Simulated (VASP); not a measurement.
# Cl (Cmce) in VASP: dielectric tensor with r2SCAN

Aim: the dielectric tensor of Cl with r2SCAN.

Everything below comes from runs of VASP 6.6.1. Logs are shortened: lines on timing, memory, paths and dates and some standing lists are left out, and cuts for length are marked.

### 1 The cell of the first run

Symmetry: Cmce, No. 64, orthorhombic system. Conventional cell: a = 6.250 Å, b = 4.014 Å, c = 8.147 Å, α = 90.00°, β = 90.00°, γ = 90.00°. Cl (site symmetry m) has 1 Cl at 2.02 Å within 2.7 Å.

### 2 Dielectric tensor, r2SCAN

The input, INCAR:

```
SYSTEM = Cl
ALGO = Normal ; EDIFF = 1E-8
ENCUT = 520 ; ISIF = 2
ISMEAR = 0 ; KPAR = 4
LASPH = .TRUE. ; LCALCEPS = .TRUE.
LCHARG = .FALSE. ; LMIXTAU = .TRUE.
LREAL = .FALSE. ; LWAVE = .FALSE.
METAGGA = R2SCAN ; NELM = 60
PREC = Accurate ; SIGMA = 0.01
```

The input, KPOINTS:

```
k-points
0
G
  6 6 4
  0 0 0
```

The input, POSCAR:

```
Cl
1.0
    3.1252368015     -2.0072452613      0.0000000000
    3.1252368015      2.0072452613      0.0000000000
    0.0000000000      0.0000000000      8.1465599039
Cl
4
Direct
    0.8756350160      0.1243649840      0.6074783242
    0.1243649840      0.8756350160      0.3925216758
    0.6243649840      0.3756350160      0.1074783242
    0.3756350160      0.6243649840      0.8925216758
```

Potentials or basis: VASP PAW PBE potentials, release 64 (Cl).

Launch:

```console
cat potpaw_PBE.64/Cl/POTCAR > POTCAR
mpirun -np 4 vasp_std > vasp.out
```

OUTCAR:

```text
SYSTEM = Cl
   EDIFF = 1E-8
   ENCUT = 520
   ISIF = 2
   ISMEAR = 0
   LASPH = .TRUE.
   LREAL = .FALSE.
   METAGGA = R2SCAN
   NELM = 60
   PREC = Accurate

 ion  position               nearest neighbor table
   1  0.876  0.124  0.607-   2 2.02
   2  0.124  0.876  0.393-   1 2.02
   3  0.624  0.376  0.107-   4 2.02
   4  0.376  0.624  0.893-   3 2.02

  LATTYP: Found a base centered orthorhombic cell.
 ALAT       =     4.0144905226
 B/A-ratio  =     1.5569780444
 C/A-ratio  =     2.0292886128

  Lattice vectors:

 A1 = (  -3.1252368015,  -2.0072452613,   0.0000000000)
 A2 = (   3.1252368015,  -2.0072452613,   0.0000000000)
 A3 = (   0.0000000000,   0.0000000000,   8.1465599039)

Analysis of symmetry for initial positions (statically):
=====================================================================
 Subroutine PRICEL returns:
 Original cell was already a primitive cell.

 Routine SETGRP: Setting up the symmetry group for a
 base centered orthorhombic supercell.

 Subroutine GETGRP returns: Found  8 space group operations
 (whereof  4 operations were pure point group operations)
 out of a pool of  8 trial point group operations.

The static configuration has the point symmetry C_2h.
 The point group associated with its full space group is D_2h.

Analysis of symmetry for dynamics (positions and initial velocities):
=====================================================================
 Subroutine PRICEL returns:
 Original cell was already a primitive cell.

 Routine SETGRP: Setting up the symmetry group for a
 base centered orthorhombic supercell.

 Subroutine GETGRP returns: Found  8 space group operations
 (whereof  4 operations were pure point group operations)
 out of a pool of  8 trial point group operations.

The dynamic configuration has the point symmetry C_2h.
 The point group associated with its full space group is D_2h.

 Subroutine INISYM returns: Found  8 space group operations
 (whereof  4 operations are pure point group operations),
 and found     1 'primitive' translations

----------------------------------------------------------------------------------------

                                     Primitive cell

  volume of cell :     102.2086

  direct lattice vectors                    reciprocal lattice vectors
     3.125236801 -2.007245261  0.000000000     0.159987877 -0.249097611  0.000000000
     3.125236801  2.007245261  0.000000000     0.159987877  0.249097611  0.000000000
     0.000000000  0.000000000  8.146559904     0.000000000  0.000000000  0.122751199

  length of vectors
     3.714315361  3.714315361  8.146559904     0.296050233  0.296050233  0.122751199

  position of ions in fractional coordinates (direct lattice)
     0.875635016  0.124364984  0.607478324
     0.124364984  0.875635016  0.392521676
     0.624364984  0.375635016  0.107478324
     0.375635016  0.624364984  0.892521676

  ion indices of the primitive-cell ions
   primitive index   ion index
                 1           1
                 2           2
                 3           3
                 4           4

----------------------------------------------------------------------------------------

 KPOINTS: k-points

Automatic generation of k-mesh.
 Grid dimensions read from file:
 generate k-points for:    6    6    4

 Generating k-lattice:

  Cartesian coordinates                     Fractional coordinates (reciprocal lattice)
     0.026664646 -0.041516269  0.000000000     0.166666667 -0.000000000  0.000000000
     0.026664646  0.041516269  0.000000000    -0.000000000  0.166666667  0.000000000
     0.000000000  0.000000000  0.030687800     0.000000000  0.000000000  0.250000000

  Length of vectors
     0.049341706  0.049341706  0.030687800

[... 42 lines left out ...]
   NGXF,Y,Z  is equivalent  to a cutoff of  25.06, 25.06, 26.12 a.u.
 SYSTEM =  Cl
   PREC   = accura    normal or accurate (medium, high low for compatibility)
   ISTART =      0    job   : 0-new  1-cont  2-samecut
   ICHARG =      2    charge: 1-file 2-atom 10-const
   ISPIN  =      1    spin polarized calculation?
   LNONCOLLINEAR =      F non collinear calculations
   LSORBIT =      F    spin-orbit coupling
   LASPH  =      T    aspherical Exc in radial PAW
   ENCUT  =  520.0 eV  38.22 Ry    6.18 a.u.   6.91  6.91 15.15*2*pi/ulx,y,z
   NELM   =     60;   NELMIN=  2; NELMDL= -5     # of ELM steps
   EDIFF  = 0.1E-07   stopping-criterion for ELM
   LREAL  =      F    real-space projection
   EDIFFG = 0.1E-06   stopping-criterion for IOM
   NSW    =      0    number of steps for IOM
   IBRION =     -1    ionic relax: 0-MD 1-quasi-New 2-CG
   NFREE  =      0    steps in history (QN), initial steepest desc. (CG)
   ISIF   =      2    stress and relaxation
   ISYM   =      2    0-nonsym 1-usesym 2-fastsym
   POTIM  = 0.5000    time-step for ionic-motion
   TEBEG  =    0.0;   TEEND  =   0.0 temperature during run
   PSTRESS=    0.0 pullay stress
   NELECT =      28.0000    total number of electrons
   NUPDOWN=      -1.0000    fix difference up-down
   EMIN   =  10.00;   EMAX   =-10.00  energy-range for DOS
   EFERMI =   0.00;   METHOD = LEGACY
   ISMEAR =     0;   SIGMA  =   0.01  broadening in eV -4-tet -1-fermi 0-gaus
   EFERMI_NEDOS =   21; number of points for ismear=-14 and -15
   IALGO  =     38    algorithm
   IMIX   =      4    mixing-type and parameters
     AMIX     =   0.40;   BMIX     =  1.00
     AMIX_MAG =   1.60;   BMIX_MAG =  1.00
  volume/ion in A,a.u.               =      25.55       172.43
  Fermi-wavevector in a.u.,A,eV,Ry     =   1.063241  2.009234 15.381128  1.130481
  Thomas-Fermi vector in A             =   2.198719
   LORBIT       =      0    0 simple, 1 ext, 2 COOP (PROOUT), +10 PAW based schemes
   METAGGA = R2SCAN    functional components
   LHFCALC =     F    Hartree Fock is set to
   AEXX    =    0.0000 exact exchange contribution
   IVDW    =     0    specifies the selected vdW correction
   LEPSILON=     F    determine dielectric tensor
   LRPA    =     F    only Hartree local field effects (RPA)
   LRPA       =     F
 non-spin polarized calculation
 Gauss-broadening in eV      SIGMA  =   0.01
  energy-cutoff  :      520.00
  volume of cell :      102.21
 maximum number of plane-waves:      2786
   NGX = 13   NGY = 13   NGZ = 31

 Total electronic dipole moment: p[elc]=(     0.00000    -4.01449     8.14656 ) |e| Angst

 number of electron      28.0000005 magnetization

 Free energy of the ion-electron system (eV)
  ---------------------------------------------------
  ext. energy  EPLUGINS =         0.00000000
  ---------------------------------------------------
  free energy    TOTEN  =       -24.65744682 eV

  energy without entropy =      -24.65744682  energy(sigma->0) =      -24.65744682

 E-fermi :   0.1359     XC(G=0):  -8.8188

 val. band max:        0.0785797109   @ k =   0.0000   0.0000   0.0000
 cond. band min:   10000.0000000000   @ k =   0.0000   0.0000   0.0000
 fundamental gap:   9999.9214202891
 Fermi energy:         0.1359342548

 k-point     1 :       0.0000    0.0000    0.0000
  band No.  band energies     occupation
      1     -17.5690      2.00000
      2     -17.2064      2.00000
      3     -13.5639      2.00000
      4     -12.5435      2.00000
      5      -5.9140      2.00000
      6      -4.3929      2.00000
[... 481 lines left out ...]
      5      -5.5255      2.00000
      6      -4.8733      2.00000
[... 10 lines left out ...]
     17   10000.0000      0.00000
     18   10000.0000      0.00000

 [... further k-points ...]

------------------------ aborting loop because EDIFF is reached ----------------------------------------

            Ionic dipole moment: p[ion]=(     0.00000     0.00000     0.00000 ) |e| Angst

 Total electronic dipole moment: p[elc]=(    -0.00000    -4.01449     8.17150 ) |e| Angst

 MACROSCOPIC STATIC DIELECTRIC TENSOR (including local field effects)
 ------------------------------------------------------
           2.327842     0.000000     0.000000
           0.000000     3.350824     0.000000
           0.000000     0.000000     5.414873
 ------------------------------------------------------

 PIEZOELECTRIC TENSOR (including local field effects) (e Angst)
          XX          YY          ZZ          XY          YZ          ZX
  --------------------------------------------------------------------------------
  x     0.00000     0.00000     0.00000     0.00000     0.00000     0.00000
  y     0.00000     0.00000     0.00000     0.00000     0.00000     0.00000
  z     0.00000     0.00000     0.00000     0.00000     0.00000     0.00000

 PIEZOELECTRIC TENSOR (including local field effects) (C/m^2)
          XX          YY          ZZ          XY          YZ          ZX
  --------------------------------------------------------------------------------
  x     0.00000     0.00000     0.00000     0.00000     0.00000     0.00000
  y     0.00000     0.00000     0.00000     0.00000     0.00000     0.00000
  z     0.00000     0.00000     0.00000     0.00000     0.00000     0.00000

 BORN EFFECTIVE CHARGES (including local field effects) (in |e|, cummulative output)
 ---------------------------------------------------------------------------------
 ion    1
    1    -0.00000     0.00000     0.00000
    2     0.00000     0.00000     0.39505
    3     0.00000     0.61704     0.00000
 ion    2
    1    -0.00000     0.00000     0.00000
    2     0.00000     0.00000     0.39505
    3     0.00000     0.61704     0.00000
 ion    3
    1     0.00000     0.00000     0.00000
    2     0.00000     0.00000    -0.39505
    3     0.00000    -0.61704     0.00000
 ion    4
    1     0.00000     0.00000     0.00000
    2     0.00000     0.00000    -0.39505
    3     0.00000    -0.61704     0.00000

  FORCE on cell =-STRESS in cart. coord.  units (eV):
  Direction    XX          YY          ZZ          XY          YZ          ZX
  --------------------------------------------------------------------------------------
  -------------------------------------------------------------------------------------
  Total        0.4989082      0.2710215     -0.2319327      0.0000000     -0.0000000      0.0000000
  in kB        7.8206631      4.2484133     -3.6356742      0.0000000     -0.0000000      0.0000000
  external PRESSURE =       2.8111341 kB  Pullay stress =       0.0000000 kB

 VOLUME and BASIS-vectors are now :
 -----------------------------------------------------------------------------
  energy-cutoff  :      520.00
  volume of cell :      102.21
      direct lattice vectors                 reciprocal lattice vectors
     3.125236801 -2.007245261  0.000000000     0.159987877 -0.249097611  0.000000000
     3.125236801  2.007245261  0.000000000     0.159987877  0.249097611  0.000000000
     0.000000000  0.000000000  8.146559904     0.000000000  0.000000000  0.122751199

 POSITION                                       TOTAL-FORCE (eV/Angst)
 -----------------------------------------------------------------------------------
      3.12524     -1.50798      4.94886         0.000000     -0.116270     -0.202629
      3.12524      1.50798      3.19770         0.000000      0.116270      0.202629
      3.12524     -0.49926      0.87558         0.000000      0.116270     -0.202629
      3.12524      0.49926      7.27098         0.000000     -0.116270      0.202629
 -----------------------------------------------------------------------------------
    total drift:                               -0.000000      0.000000      0.000000

  FREE ENERGIE OF THE ION-ELECTRON SYSTEM (eV)
  ---------------------------------------------------
  free  energy   TOTEN  =       -24.6574468220 eV

  energy  without entropy=      -24.6574468220  energy(sigma->0) =      -24.65744682
```

Run time: 37 min. Hardware: 4 MPI ranks of AMD EPYC 7R43 (Zen 3), shared host; peak memory 0.41 GiB.

What came out:

```yaml
Band_gap_on_the_k_mesh: 2.60 eV
Electronic_dielectric_tensor_diagonal: 2.33, 3.35, 5.41
Born_charges_mean_of_the_diagonal: Cl +0.00 e
```

Electronic dielectric tensor:
```
2.33 0.00 0.00
0.00 3.35 0.00
0.00 0.00 5.41
```

Born effective charge tensors (e):
atom 1, Cl
```
0.00 0.00 0.00
0.00 0.00 0.40
0.00 0.62 0.00
```
atom 2, Cl
```
0.00 0.00 0.00
0.00 0.00 0.40
0.00 0.62 0.00
```
atom 3, Cl
```
 0.00  0.00  0.00
 0.00  0.00 -0.40
 0.00 -0.62  0.00
```
atom 4, Cl
```
 0.00  0.00  0.00
 0.00  0.00 -0.40
 0.00 -0.62  0.00
```

Dipole moments of the cell (e·Å, modulo the quantum): ionic 0.000, 0.000, 0.000; electronic 0.000, -4.014, 8.171

Caveat: the PAW data sets were made with another functional, which shifts forces and pressure a little. A k mesh can miss the band edges.

The gap in the log of VASP goes by the Fermi energy; the results here count the filled bands.